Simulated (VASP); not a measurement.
# InSe (P1) in VASP: single point with PBE

Aim: the single point of InSe with PBE.

Everything below comes from runs of VASP 6.6.1. Logs are shortened: lines on timing, memory, paths and dates and some standing lists are left out, and cuts for length are marked.

### 1 The cell of the first run

The typed cell holds 8 atoms: a = 6.228 Å, b = 6.228 Å, c = 9.396 Å, α = 109.15°, β = 109.15°, γ = 38.53°.

### 2 Single point, PBE

File INCAR:

```
  PREC = Accurate
  ENCUT = 520
  EDIFF = 1E-6
  ISMEAR = -1
  SIGMA = 0.086
  LREAL = F
  LASPH = T
  NELM = 60
  ALGO = Normal
  ISIF = 2
  LWAVE = F
  LCHARG = F
  GGA = PE
  NBANDS = 48
```

File KPOINTS:

```
regular mesh
0
Gamma
  4 4 2
```

File POSCAR:

```
InSe
1.0
    5.8791298182     -2.0549041834      0.0681376776
    5.8791298182      2.0549041834      0.0681376776
   -3.3666467102      0.0000000000      8.7717782030
In Se
4 4
Direct
    0.1354419578      0.0896140303      0.4861417046
    0.8986794400      0.8759776516      0.0213055988
    0.1050689622      0.1198988507      0.9927943929
    0.8550411765      0.9261856129      0.5115364570
    0.3563281431      0.3060576727      0.1715461260
    0.6253602880      0.6927848429      0.3122363093
    0.3682311320      0.3394176230      0.6827211449
    0.6584668958      0.6447640671      0.8163719719
```

Potentials or basis: VASP PAW PBE potentials, release 64 (In_d, Se).

Started as:

```bash
> cat potpaw_PBE.64/In_d/POTCAR potpaw_PBE.64/Se/POTCAR > POTCAR
> mpirun -np 1 vasp_std > vasp.out
```

OUTCAR:

```text
PREC = Accurate
   ENCUT = 520
   EDIFF = 1E-6
   ISMEAR = -1
   LREAL = F
   LASPH = T
   NELM = 60
   ISIF = 2
   GGA = PE

 ion  position               nearest neighbor table
   1  0.135  0.090  0.486-   6 2.63   4 2.71   7 2.80   6 2.97   4 3.67   4 3.93
   2  0.899  0.876  0.021-   5 2.66   5 2.74   3 2.75   8 2.77   3 3.72   3 3.80
   3  0.105  0.120  0.993-   5 2.54   8 2.73   2 2.75   8 2.82   2 3.72   2 3.80
   4  0.855  0.926  0.512-   7 2.58   1 2.71   6 2.72   7 2.89   1 3.67   1 3.93
   5  0.356  0.306  0.172-   3 2.54   2 2.66   2 2.74
   6  0.625  0.693  0.312-   1 2.63   4 2.72   1 2.97
   7  0.368  0.339  0.683-   4 2.58   1 2.80   4 2.89
   8  0.658  0.645  0.816-   3 2.73   2 2.77   3 2.82

  LATTYP: Found a base centered monoclinic cell.
 ALAT       =    11.7590493089
 B/A-ratio  =     0.3495017547
 C/A-ratio  =     0.7990151653
 COS(beta)  =    -0.3474758696

  Lattice vectors:

 A1 = (   5.8791298182,  -2.0549041834,   0.0681376776)
 A2 = (   5.8791298182,   2.0549041834,   0.0681376776)
 A3 = (  -3.3666467102,   0.0000000000,   8.7717782030)

Analysis of symmetry for initial positions (statically):
=====================================================================
 Subroutine PRICEL returns:
 Original cell was already a primitive cell.

 Routine SETGRP: Setting up the symmetry group for a
 base centered monoclinic supercell.

 Subroutine GETGRP returns: Found  1 space group operations
 (whereof  1 operations were pure point group operations)
 out of a pool of  4 trial point group operations.

The static configuration has the point symmetry C_1 .

Analysis of symmetry for dynamics (positions and initial velocities):
=====================================================================
 Subroutine PRICEL returns:
 Original cell was already a primitive cell.

 Routine SETGRP: Setting up the symmetry group for a
 base centered monoclinic supercell.

 Subroutine GETGRP returns: Found  1 space group operations
 (whereof  1 operations were pure point group operations)
 out of a pool of  4 trial point group operations.

The dynamic configuration has the point symmetry C_1 .

 Subroutine INISYM returns: Found  1 space group operations
 (whereof  1 operations are pure point group operations),
 and found     1 'primitive' translations

----------------------------------------------------------------------------------------

                                     Primitive cell

  volume of cell :     212.8873

  direct lattice vectors                    reciprocal lattice vectors
     5.879129818 -2.054904183  0.068137678     0.084669971 -0.243320348  0.032496704
     5.879129818  2.054904183  0.068137678     0.084669971  0.243320348  0.032496704
    -3.366646710  0.000000000  8.771778203    -0.001315404  0.000000000  0.113497113

  length of vectors
     6.228277560  6.228277560  9.395658727     0.259672546  0.259672546  0.113504735

  position of ions in fractional coordinates (direct lattice)
     0.135441958  0.089614030  0.486141705
     0.898679440  0.875977652  0.021305599
     0.105068962  0.119898851  0.992794393
     0.855041177  0.926185613  0.511536457
     0.356328143  0.306057673  0.171546126
     0.625360288  0.692784843  0.312236309
     0.368231132  0.339417623  0.682721145
     0.658466896  0.644764067  0.816371972

  ion indices of the primitive-cell ions
   primitive index   ion index
                 1           1
                 2           2
                 3           3
                 4           4
                 5           5
                 6           6
                 7           7
                 8           8

----------------------------------------------------------------------------------------

 KPOINTS: regular mesh

Automatic generation of k-mesh.
 Grid dimensions read from file:
 generate k-points for:    4    4    2

 Generating k-lattice:

  Cartesian coordinates                     Fractional coordinates (reciprocal lattice)
     0.021167493 -0.060830087  0.008124176     0.250000000  0.000000000  0.000000000
     0.021167493  0.060830087  0.008124176     0.000000000  0.250000000  0.000000000
    -0.000657702  0.000000000  0.056748556     0.000000000  0.000000000  0.500000000

  Length of vectors
     0.064918137  0.064918137  0.056752368

  Shift w.r.t. Gamma in fractional coordinates (k-lattice)
     0.000000000  0.000000000  0.000000000

 Subroutine IBZKPT returns following result:
 ===========================================

 Found     20 irreducible k-points:

 Following reciprocal coordinates:
            Coordinates               Weight
  0.000000  0.000000  0.000000      1.000000
  0.250000  0.000000  0.000000      2.000000
 -0.000000 -0.250000  0.000000      2.000000
  0.500000  0.000000  0.000000      1.000000
  0.000000  0.500000  0.000000      1.000000
  0.250000  0.250000  0.000000      2.000000
[... 12 lines left out ...]
 -0.250000  0.250000  0.500000      2.000000
  0.500000  0.500000  0.500000      1.000000
   k-points           NKPTS =     20   k-points in BZ     NKDIM =     20   number of bands    NBANDS=     48
   number of dos      NEDOS =    301   number of ions     NIONS =      8
   total plane-waves  NPLWV = 161280
   dimension x,y,z NGX =    48 NGY =   48 NGZ =   70
   dimension x,y,z NGXF=    96 NGYF=   96 NGZF=  140
   ions per type =               4   4
   NGX,Y,Z   is equivalent  to a cutoff of  12.81, 12.81, 12.39 a.u.
   NGXF,Y,Z  is equivalent  to a cutoff of  25.62, 25.62, 24.77 a.u.
 SYSTEM =  unknown system
   PREC   = accura    normal or accurate (medium, high low for compatibility)
   ISTART =      0    job   : 0-new  1-cont  2-samecut
   ICHARG =      2    charge: 1-file 2-atom 10-const
   ISPIN  =      1    spin polarized calculation?
   LNONCOLLINEAR =      F non collinear calculations
   LSORBIT =      F    spin-orbit coupling
   LASPH  =      T    aspherical Exc in radial PAW
   ENCUT  =  520.0 eV  38.22 Ry    6.18 a.u.  11.58 11.58 17.47*2*pi/ulx,y,z
   NELM   =     60;   NELMIN=  2; NELMDL= -5     # of ELM steps
   EDIFF  = 0.1E-05   stopping-criterion for ELM
   LREAL  =      F    real-space projection
   EDIFFG = 0.1E-04   stopping-criterion for IOM
   NSW    =      0    number of steps for IOM
   IBRION =     -1    ionic relax: 0-MD 1-quasi-New 2-CG
   NFREE  =      0    steps in history (QN), initial steepest desc. (CG)
   ISIF   =      2    stress and relaxation
   ISYM   =      2    0-nonsym 1-usesym 2-fastsym
   POTIM  = 0.5000    time-step for ionic-motion
   TEBEG  =    0.0;   TEEND  =   0.0 temperature during run
   PSTRESS=    0.0 pullay stress
   NELECT =      76.0000    total number of electrons
   NUPDOWN=      -1.0000    fix difference up-down
   EMIN   =  10.00;   EMAX   =-10.00  energy-range for DOS
   EFERMI =   0.00;   METHOD = LEGACY
   ISMEAR =    -1;   SIGMA  =   0.09  broadening in eV -4-tet -1-fermi 0-gaus
   EFERMI_NEDOS =   21; number of points for ismear=-14 and -15
   IALGO  =     38    algorithm
   IMIX   =      4    mixing-type and parameters
     AMIX     =   0.40;   BMIX     =  1.00
     AMIX_MAG =   1.60;   BMIX_MAG =  1.00
  volume/ion in A,a.u.               =      26.61       179.58
  Fermi-wavevector in a.u.,A,eV,Ry     =   1.161349  2.194631 18.350607  1.348732
  Thomas-Fermi vector in A             =   2.297922
   LORBIT       =      0    0 simple, 1 ext, 2 COOP (PROOUT), +10 PAW based schemes
   GGA     = PE    functional components
   LHFCALC =     F    Hartree Fock is set to
   AEXX    =    0.0000 exact exchange contribution
   IVDW    =     0    specifies the selected vdW correction
   LEPSILON=     F    determine dielectric tensor
   LRPA    =     F    only Hartree local field effects (RPA)
 non-spin polarized calculation
  energy-cutoff  :      520.00
  volume of cell :      212.89
 maximum number of plane-waves:      5764
 NGX is ok and might be reduce to    48
   NGX = 23   NGY = 23   NGZ = 35

 number of electron      76.0000011 magnetization

 Free energy of the ion-electron system (eV)
  ---------------------------------------------------
  ext. energy  EPLUGINS =         0.00000000
  ---------------------------------------------------
  free energy    TOTEN  =       -27.62318553 eV

  energy without entropy =      -27.62293855  energy(sigma->0) =      -27.62306204

 E-fermi :   5.1139     XC(G=0):  -9.4884

 val. band max:        4.5210561643   @ k =   0.0000   0.0000   0.0000
 cond. band min:       5.7189460085   @ k =   0.0000   0.0000   0.0000
 fundamental gap:      1.1978898442
 Fermi energy:         5.1139440443

 k-point     1 :       0.0000    0.0000    0.0000
  band No.  band energies     occupation
      1     -10.0024      2.00000
      2      -9.9923      2.00000
      3      -9.9611      2.00000
      4      -9.8765      2.00000
      5      -9.7177      2.00000
      6      -9.6559      2.00000
[... 40 lines left out ...]
     47       9.7109      0.00000
     48      10.1870      0.00000

 k-point     2 :       0.2500    0.0000    0.0000
  band No.  band energies     occupation
      1     -10.0164      2.00000
      2      -9.9768      2.00000
      3      -9.9188      2.00000
      4      -9.8666      2.00000
      5      -9.8122      2.00000
      6      -9.7315      2.00000
[... 40 lines left out ...]
     47      10.1993      0.00000
     48      10.5975      0.00000

 k-point     3 :      -0.0000   -0.2500    0.0000
  band No.  band energies     occupation
      1     -10.0142      2.00000
      2      -9.9990      2.00000
      3      -9.9586      2.00000
      4      -9.8650      2.00000
      5      -9.7662      2.00000
      6      -9.7264      2.00000
[... 40 lines left out ...]
     47      10.3408      0.00000
     48      10.5167      0.00000

 k-point     4 :       0.5000    0.0000    0.0000
  band No.  band energies     occupation
      1     -10.0357      2.00000
      2      -9.9557      2.00000
      3      -9.8957      2.00000
      4      -9.8724      2.00000
      5      -9.8571      2.00000
      6      -9.7525      2.00000
[... 754 lines left out ...]
     47       9.6983      0.00000
     48      10.1273      0.00000

 k-point    19 :      -0.2500    0.2500    0.5000
  band No.  band energies     occupation
      1     -10.0276      2.00000
      2     -10.0001      2.00000
      3      -9.9265      2.00000
      4      -9.8540      2.00000
      5      -9.8373      2.00000
      6      -9.7796      2.00000
[... 40 lines left out ...]
     47       9.7542      0.00000
     48      10.0900      0.00000

 k-point    20 :       0.5000    0.5000    0.5000
  band No.  band energies     occupation
      1      -9.9992      2.00000
      2      -9.9825      2.00000
      3      -9.7944      2.00000
      4      -9.7857      2.00000
      5      -9.7708      2.00000
      6      -9.7331      2.00000
[... 40 lines left out ...]
     47       9.3339      0.00000
     48       9.4741      0.00000

------------------------ aborting loop because EDIFF is reached ----------------------------------------

  FORCE on cell =-STRESS in cart. coord.  units (eV):
  Direction    XX          YY          ZZ          XY          YZ          ZX
  --------------------------------------------------------------------------------------
  -------------------------------------------------------------------------------------
  Total        4.6253001      2.2258914      0.9768755     -1.1089376      2.0312545     -0.1592798
  in kB       34.8097331     16.7519262      7.3519069     -8.3457981     15.2871000     -1.1987304
  external PRESSURE =      19.6378554 kB  Pullay stress =       0.0000000 kB

 VOLUME and BASIS-vectors are now :
 -----------------------------------------------------------------------------
  energy-cutoff  :      520.00
  volume of cell :      212.89
      direct lattice vectors                 reciprocal lattice vectors
     5.879129818 -2.054904183  0.068137678     0.084669971 -0.243320348  0.032496704
     5.879129818  2.054904183  0.068137678     0.084669971  0.243320348  0.032496704
    -3.366646710  0.000000000  8.771778203    -0.001315404  0.000000000  0.113497113

 POSITION                                       TOTAL-FORCE (eV/Angst)
 -----------------------------------------------------------------------------------
     -0.31353     -0.09417      4.27966         0.990152      0.471509      0.128587
     10.36171     -0.04665      0.30781        -0.454820     -0.218099     -0.399377
     -2.01977      0.03047      8.72390        -0.178636     -0.124835     -0.971891
      8.74990      0.14619      4.60845        -0.669726     -0.577195     -0.007762
      3.31672     -0.10330      1.54990         0.954767      0.477034      0.768210
      6.69836      0.13855      2.82868        -0.209890     -0.848192      0.378282
      1.86188     -0.05921      6.03690        -0.541397      0.731770     -0.364219
      4.91343     -0.02816      7.24983         0.109550      0.088009      0.468169
 -----------------------------------------------------------------------------------
    total drift:                               -0.000241     -0.000301      0.000080

  FREE ENERGIE OF THE ION-ELECTRON SYSTEM (eV)
  ---------------------------------------------------
  free  energy   TOTEN  =       -27.6231855326 eV

  energy  without entropy=      -27.6229385520  energy(sigma->0) =      -27.62306204
```

Run time: 2.5 min. Hardware: 1 thread of Intel Xeon 6975P-C (Granite Rapids), shared host; peak memory 0.47 GiB.

What came out:

```
Free energy            : -27.6232 eV
Pressure               : 2.0 GPa
Largest force          : 1.315 eV/Å
Band gap on the k mesh : 1.20 eV, direct
```

Forces on the atoms (eV/Å):
```
In   0.990  0.472  0.129
In  -0.455 -0.218 -0.399
In  -0.179 -0.125 -0.972
In  -0.670 -0.577 -0.008
Se   0.955  0.477  0.768
Se  -0.210 -0.848  0.378
Se  -0.541  0.732 -0.364
Se   0.110  0.088  0.468
```

Caveat: spin-orbit coupling is left out, which moves the levels of the heavy elements; forces of over 1 eV/Å act on the atoms, so gaps and moduli don't describe the material at rest.
